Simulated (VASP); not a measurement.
# Li7ZnCl9 in VASP: notebook

The runs below take Li7ZnCl9 through single point, with PBE.

All numbers are computed with VASP 6.6.1; they aren't measurements. Logs are shortened: lines on timing, memory, paths and dates and some standing lists are left out, and cuts for length are marked.

### 1 The cell of the first run

The cell holds an amorphous packing of atoms, 17 atoms: a = 7.351 Å, b = 7.231 Å, c = 6.890 Å, α = 87.43°, β = 85.61°, γ = 86.00°.

### 2 Single point, PBE

INCAR reads:

```
SYSTEM = Li7ZnCl9
ALGO = Normal
EDIFF = 1E-7
ENCUT = 520
GGA = PE
ISIF = 2
ISMEAR = -1
ISYM = 0
LASPH = .True.
LCHARG = .False.
LREAL = Auto
LWAVE = .False.
NBANDS = 62
NELM = 60
PREC = Accurate
SIGMA = 0.0991
```

KPOINTS reads:

```
k-points
0
Gamma
  1 1 1
  0 0 0
```

POSCAR reads:

```
Li7ZnCl9
1.0
    7.3415680000      0.2514770000      0.2701260000
    0.2514770000      7.2254430000      0.1537620000
    0.2701260000      0.1537620000      6.8830560000
Li Cl Zn
7 9 1
Direct
    0.6448460244      0.9284318242      0.5379926865
    0.8767496131      0.4601781896      0.8616196374
    0.9504265095      0.3803273849      0.4160634737
    0.3705032854      0.5254755121      1.2759302356
    0.4150971676      0.9221904644      1.0081748009
    0.8827189312      0.7711553423      0.1527069195
    0.5132080138      0.3999097151      0.7190732219
    0.1640823674      0.9235629630      0.7404333479
    0.9475261120      0.1244169339      0.1944596942
    0.0620377636      0.5720459265      0.0627638452
    0.4490444298      0.8414009054      0.3085441900
    0.2269948700      0.3462494376      0.5155333296
    0.5975790911      0.6152605244      0.9249668551
    0.8996671925      0.6918893562      0.5111424647
    0.6370530025      0.3786926077      0.4274656327
    0.7202944672      0.0793901140      0.8266786663
    0.1815012209      0.0328167619      0.4365251177
```

Potentials or basis: VASP PAW PBE potentials, release 64 (Li_sv, Cl, Zn).

Run with:

```console
cat potpaw_PBE.64/Li_sv/POTCAR potpaw_PBE.64/Cl/POTCAR potpaw_PBE.64/Zn/POTCAR > POTCAR
mpirun -np 1 vasp_gam > vasp.out
```

OUTCAR:

```text
SYSTEM = Li7ZnCl9
   EDIFF = 1E-7
   ENCUT = 520
   GGA = PE
   ISIF = 2
   ISMEAR = -1
   ISYM = 0
   LASPH = .True.
   LREAL = Auto
   NELM = 60
   PREC = Accurate

 ion  position               nearest neighbor table
   1  0.645  0.928  0.538-  11 2.35  16 2.43  14 2.45
   2  0.877  0.460  0.862-  10 2.23  13 2.29
   3  0.950  0.380  0.416-  12 2.19  15 2.30  14 2.37   9 2.45
   4  0.371  0.525  0.276-  12 2.29  11 2.42  15 2.45
   5  0.415  0.922  0.008-  11 2.15  13 2.58
   6  0.883  0.771  0.153-  10 1.97  14 2.52
   7  0.513  0.400  0.719-  15 2.15  13 2.30
   8  0.164  0.924  0.740-  17 2.20
   9  0.948  0.124  0.194-   3 2.45  17 2.52
  10  0.062  0.572  0.063-   6 1.97   2 2.23
  11  0.449  0.841  0.309-   5 2.15   1 2.35   4 2.42  17 2.45
  12  0.227  0.346  0.516-   3 2.19   4 2.29  17 2.41
  13  0.598  0.615  0.925-   2 2.29   7 2.30   5 2.58
  14  0.900  0.692  0.511-   3 2.37   1 2.45   6 2.52
  15  0.637  0.379  0.427-   7 2.15   3 2.30   4 2.45
  16  0.720  0.079  0.827-   1 2.43
  17  0.182  0.033  0.437-   8 2.20  12 2.41  11 2.45   9 2.52

IMPORTANT INFORMATION: All symmetrisations will be switched off!
NOSYMM: (Re-)initialisation of all symmetry stuff for point group C_1.

----------------------------------------------------------------------------------------

                                     Primitive cell

  volume of cell :     364.0039

  direct lattice vectors                    reciprocal lattice vectors
     7.341568000  0.251477000  0.270126000     0.136563041 -0.004641145 -0.005255746
     0.251477000  7.225443000  0.153762000    -0.004641145  0.138623375 -0.002914594
     0.270126000  0.153762000  6.883056000    -0.005255746 -0.002914594  0.145555676

  length of vectors
     7.350838689  7.231452826  6.890070443     0.136742924  0.138731666  0.145679691

  position of ions in fractional coordinates (direct lattice)
     0.644846024  0.928431824  0.537992686
     0.876749613  0.460178190  0.861619637
     0.950426509  0.380327385  0.416063474
     0.370503285  0.525475512  0.275930236
     0.415097168  0.922190464  0.008174801
     0.882718931  0.771155342  0.152706919
[... 9 lines left out ...]
     0.720294467  0.079390114  0.826678666
     0.181501221  0.032816762  0.436525118

  ion indices of the primitive-cell ions
   primitive index   ion index
                 1           1
                 2           2
                 3           3
                 4           4
                 5           5
                 6           6
[... 9 lines left out ...]
                16          16
                17          17

----------------------------------------------------------------------------------------

 KPOINTS: k-points

Automatic generation of k-mesh.
 Grid dimensions read from file:
 generate k-points for:    1    1    1

 Generating k-lattice:

  Cartesian coordinates                     Fractional coordinates (reciprocal lattice)
     0.136563041 -0.004641145 -0.005255746     1.000000000  0.000000000  0.000000000
    -0.004641145  0.138623375 -0.002914594    -0.000000000  1.000000000  0.000000000
    -0.005255746 -0.002914594  0.145555676    -0.000000000  0.000000000  1.000000000

  Length of vectors
     0.136742924  0.138731666  0.145679691

  Shift w.r.t. Gamma in fractional coordinates (k-lattice)
     0.000000000  0.000000000  0.000000000

 Subroutine IBZKPT returns following result:
 ===========================================

 Found      1 irreducible k-points:

 Following reciprocal coordinates:
            Coordinates               Weight
  0.000000  0.000000  0.000000      1.000000
   k-points           NKPTS =      1   k-points in BZ     NKDIM =      1   number of bands    NBANDS=     62
   number of dos      NEDOS =    301   number of ions     NIONS =     17
   total plane-waves  NPLWV = 163296
   dimension x,y,z NGX =    56 NGY =   54 NGZ =   54
   dimension x,y,z NGXF=   112 NGYF=  108 NGZF=  108
   ions per type =               7   9   1
   NGX,Y,Z   is equivalent  to a cutoff of  12.66, 12.41, 13.03 a.u.
   NGXF,Y,Z  is equivalent  to a cutoff of  25.33, 24.83, 26.06 a.u.
 SYSTEM =  Li7ZnCl9
   PREC   = accura    normal or accurate (medium, high low for compatibility)
   ISTART =      0    job   : 0-new  1-cont  2-samecut
   ICHARG =      2    charge: 1-file 2-atom 10-const
   ISPIN  =      1    spin polarized calculation?
   LNONCOLLINEAR =      F non collinear calculations
   LSORBIT =      F    spin-orbit coupling
   LASPH  =      T    aspherical Exc in radial PAW
   ENCUT  =  520.0 eV  38.22 Ry    6.18 a.u.  13.67 13.45 12.81*2*pi/ulx,y,z
   NELM   =     60;   NELMIN=  2; NELMDL= -5     # of ELM steps
   EDIFF  = 0.1E-06   stopping-criterion for ELM
   LREAL  =      T    real-space projection
   EDIFFG = 0.1E-05   stopping-criterion for IOM
   NSW    =      0    number of steps for IOM
   IBRION =     -1    ionic relax: 0-MD 1-quasi-New 2-CG
   NFREE  =      0    steps in history (QN), initial steepest desc. (CG)
   ISIF   =      2    stress and relaxation
   ISYM   =      0    0-nonsym 1-usesym 2-fastsym
   POTIM  = 0.5000    time-step for ionic-motion
   TEBEG  =    0.0;   TEEND  =   0.0 temperature during run
   PSTRESS=    0.0 pullay stress
   NELECT =      96.0000    total number of electrons
   NUPDOWN=      -1.0000    fix difference up-down
   EMIN   =  10.00;   EMAX   =-10.00  energy-range for DOS
   EFERMI =   0.00;   METHOD = LEGACY
   ISMEAR =    -1;   SIGMA  =   0.10  broadening in eV -4-tet -1-fermi 0-gaus
   EFERMI_NEDOS =   21; number of points for ismear=-14 and -15
   IALGO  =     38    algorithm
   IMIX   =      4    mixing-type and parameters
     AMIX     =   0.40;   BMIX     =  1.00
     AMIX_MAG =   1.60;   BMIX_MAG =  1.00
  volume/ion in A,a.u.               =      21.41       144.50
  Fermi-wavevector in a.u.,A,eV,Ry     =   1.049856  1.983941 14.996319  1.102198
  Thomas-Fermi vector in A             =   2.184836
   LORBIT       =      0    0 simple, 1 ext, 2 COOP (PROOUT), +10 PAW based schemes
   GGA     = PE    functional components
   LHFCALC =     F    Hartree Fock is set to
   AEXX    =    0.0000 exact exchange contribution
   IVDW    =     0    specifies the selected vdW correction
   LEPSILON=     F    determine dielectric tensor
   LRPA    =     F    only Hartree local field effects (RPA)
 non-spin polarized calculation
  energy-cutoff  :      520.00
  volume of cell :      364.00
 maximum number of plane-waves:      4901
 NGX is ok and might be reduce to    54
   NGX = 27   NGY = 27   NGZ = 25

 number of electron      96.0000010 magnetization

 Free energy of the ion-electron system (eV)
  ---------------------------------------------------
  ext. energy  EPLUGINS =         0.00000000
  ---------------------------------------------------
  free energy    TOTEN  =       -55.53031162 eV

  energy without entropy =      -55.53031060  energy(sigma->0) =      -55.53031111

 E-fermi :   1.6997     XC(G=0):  -7.8004

 val. band max:        0.1413023564   @ k =   0.0000   0.0000   0.0000
 cond. band min:       3.2541585161   @ k =   0.0000   0.0000   0.0000
 fundamental gap:      3.1128561597
 Fermi energy:         1.6996574702

 k-point     1 :       0.0000    0.0000    0.0000
  band No.  band energies     occupation
      1     -45.0460      2.00000
      2     -44.7403      2.00000
      3     -44.6635      2.00000
      4     -44.6108      2.00000
      5     -44.2535      2.00000
      6     -44.2387      2.00000
[... 52 lines left out ...]
     59       7.4272      0.00000
     60       7.9444      0.00000
 [bands above 60 left out]

------------------------ aborting loop because EDIFF is reached ----------------------------------------

  FORCE on cell =-STRESS in cart. coord.  units (eV):
  Direction    XX          YY          ZZ          XY          YZ          ZX
  --------------------------------------------------------------------------------------
  -------------------------------------------------------------------------------------
  Total        4.9495978      3.8731174      3.6821603     -0.6111652      2.7467538     -3.8982878
  in kB       21.7858445     17.0476746     16.2071699     -2.6900672     12.0899423    -17.1584635
  external PRESSURE =      18.3468963 kB  Pullay stress =       0.0000000 kB

 VOLUME and BASIS-vectors are now :
 -----------------------------------------------------------------------------
  energy-cutoff  :      520.00
  volume of cell :      364.00
      direct lattice vectors                 reciprocal lattice vectors
     7.341568000  0.251477000  0.270126000     0.136563041 -0.004641145 -0.005255746
     0.251477000  7.225443000  0.153762000    -0.004641145  0.138623375 -0.002914594
     0.270126000  0.153762000  6.883056000    -0.005255746 -0.002914594  0.145555676

 POSITION                                       TOTAL-FORCE (eV/Angst)
 -----------------------------------------------------------------------------------
      5.11299      6.95322      4.01998         0.601637      0.062810      0.491819
      6.78519      3.67796      6.23817         0.009530     -0.084972     -0.146052
      7.18565      3.05102      3.17900        -0.735687      0.366493     -0.565596
      2.92676      3.93239      2.08012         0.254194     -0.034854     -0.266337
      3.28158      6.76888      0.31019         0.200049      0.052377     -1.319398
      6.71572      5.81740      1.40811        -1.081522      1.476084      0.661578
[... 9 lines left out ...]
      5.53136      0.88188      5.89685        -0.964359      0.376564     -0.166800
      1.45867      0.34988      3.05870        -0.611078      0.050229     -0.283640
 -----------------------------------------------------------------------------------
    total drift:                               -0.000033     -0.001856      0.000795

  FREE ENERGIE OF THE ION-ELECTRON SYSTEM (eV)
  ---------------------------------------------------
  free  energy   TOTEN  =       -55.5303116207 eV

  energy  without entropy=      -55.5303105961  energy(sigma->0) =      -55.53031111
```

Run time: 31 s. Hardware: 1 thread of AMD EPYC 9R45 (Zen 5), shared host; peak memory 0.33 GiB.

Results:

- Free energy: -55.5303 eV
- Largest force: 2.372 eV/Å
- Band gap on the k mesh: 3.11 eV

Forces on the atoms (eV/Å):
```
Li   0.602  0.063  0.492
Li   0.010 -0.085 -0.146
Li  -0.736  0.366 -0.566
Li   0.254 -0.035 -0.266
Li   0.200  0.052 -1.319
Li  -1.082  1.476  0.662
Li  -0.117 -0.263  0.316
Cl   0.740  0.007  0.471
Cl   1.314 -0.916  1.052
Cl   1.809 -1.486 -0.384
Cl  -0.499  0.531  0.529
Cl  -0.015 -0.374  0.308
Cl  -0.577 -0.112  0.062
Cl  -0.272  0.537 -0.145
Cl  -0.055 -0.188 -0.615
Cl  -0.964  0.377 -0.167
Zn  -0.611  0.050 -0.284
```

Caveat: the k points lie up to 0.92 Å⁻¹ apart; the cutoff is under 1.25 times the usual one of these potentials, so pressure, stress and relaxed cells hold a basis-set (Pulay) error.

### 3 Single point, PBE

INCAR reads:

```
PREC = Accurate ; ENCUT = 520
EDIFF = 1E-6 ; ISMEAR = -1
SIGMA = 0.0552 ; LREAL = Auto
LASPH = True ; NELM = 60
ALGO = Normal ; ISIF = 2
LWAVE = False ; LCHARG = False
GGA = PE ; NBANDS = 62
ISYM = 0
```

KPOINTS reads:

```
regular mesh
0
Gamma
  1 1 1
```

POSCAR reads:

```
Li7ZnCl9
1.0
    7.3415680000      0.2514770000      0.2701260000
    0.2514770000      7.2254430000      0.1537620000
    0.2701260000      0.1537620000      6.8830560000
Li Cl Zn
7 9 1
Direct
    0.6724032767      0.9234443994      0.5599964223
    0.8730237898      0.3289019446      0.9269607795
    0.9276881458      0.4185104064      0.3551181793
    0.3750788726      0.5284467375      0.2171310850
    0.4378267442      0.8781804271     -0.0405625301
    0.8782839782      0.7471039583      0.1071832720
    0.4729336188      0.3766648058      0.6898452663
    0.1583282891      0.9084319857      0.7915059958
    0.9490168046      0.0910288481      0.2192566948
    0.0952783482      0.4976699593      0.0200424219
    0.3922003195      0.8674383618      0.3014737115
    0.2217961704      0.3034743557      0.5690918778
    0.6182678434      0.6194362774      0.8880174765
    0.8997431266      0.7140793131      0.4681190629
    0.6187604069      0.3823526734      0.3794210616
    0.6697059966      0.0964622567      0.8395039599
    0.1506334482      0.0008624458      0.4718109772
```

Potentials or basis: VASP PAW PBE potentials, release 64 (Li_sv, Cl, Zn).

Run with:

```console
cat potpaw_PBE.64/Li_sv/POTCAR potpaw_PBE.64/Cl/POTCAR potpaw_PBE.64/Zn/POTCAR > POTCAR
mpirun -np 1 vasp_gam > vasp.out
```

Wall time 28 s (1 thread of AMD EPYC 9R45 (Zen 5), shared host); peak memory 0.33 GiB.

Results (log left out):

- Free energy: -57.0770 eV
- Largest force: 1.198 eV/Å
- Band gap on the k mesh: 4.17 eV

Forces on the atoms (eV/Å):
```
Li  -0.047  0.061 -0.095
Li  -0.132 -0.290 -0.008
Li   0.225 -0.281  0.024
Li   0.018 -0.098  0.038
Li  -0.192  0.400 -0.205
Li   0.175  0.280 -0.094
Li   0.560  0.071  0.248
Cl   0.130 -0.254  0.071
Cl   0.303 -0.002  0.429
Cl   0.170  0.179  0.748
Cl   0.753 -0.411 -0.244
Cl  -1.014  0.064 -0.635
Cl  -0.218 -0.293  0.263
Cl   0.199 -0.097 -0.197
Cl  -0.076  0.086 -0.220
Cl  -0.259  0.271 -0.275
Zn  -0.594  0.313  0.154
```

Levels at points of the mesh, in eV from the valence-band top:
```
           k point  band 44  band 45  band 46  band 47  band 48  band 49  band 50  band 51  band 52  band 53
(0.00, 0.00, 0.00)    -0.62    -0.41    -0.32    -0.06     0.00     4.17     5.71     6.41     6.62     6.79
```

Caveat: the k points lie up to 0.92 Å⁻¹ apart; the cutoff is under 1.25 times the usual one of these potentials, so pressure, stress and relaxed cells hold a basis-set (Pulay) error.

(Continued in part 2 of 2.)
